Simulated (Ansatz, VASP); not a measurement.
## One calculation of Ga3As, two programs

```
CELL_PARAMETERS angstrom
4.17475 0.00000 0.00000
-2.08738 3.61544 0.00000
0.00000 0.00000 7.87141
ATOMIC_POSITIONS crystal
Ga 0.66667 0.33333 0.16545
Ga 0.66667 0.33333 0.83455
Ga 0.66667 0.33333 0.50000
As 0.33333 0.66667 0.50000
```

Alike in both runs: task relaxation of cell and atoms; functional PBE; k mesh 12 × 12 × 6; occupations gaussian, width 0.1 eV; no spin polarisation.

|  | VASP | Ansatz |
| --- | --- | --- |
| version | VASP 6.6.1 | Ansatz 0.2.0 |
| potentials or method | VASP PAW PBE potentials, release 64 (Ga_d, As), cutoff 600 eV | scalar-relativistic, plane waves, PAW |
| valence electrons in the cell | 44 | 54 |

```csv
,VASP,Ansatz,Ansatz less VASP
"gap on the k mesh at the Fermi level, each at its own relaxed structure (eV)",none,none,-
relaxed volume (Å³/atom),29.90,29.85,-0.052
relaxed length of the cell vector where the two differ most in proportion (Å),4.140,4.138,-0.0026
```

A gap of «none» marks a metal or a gap that the smearing closes. VASP's potentials hold 44 valence electrons a cell and Ansatz's 54, so a difference there can come from the potentials and not from the codes.
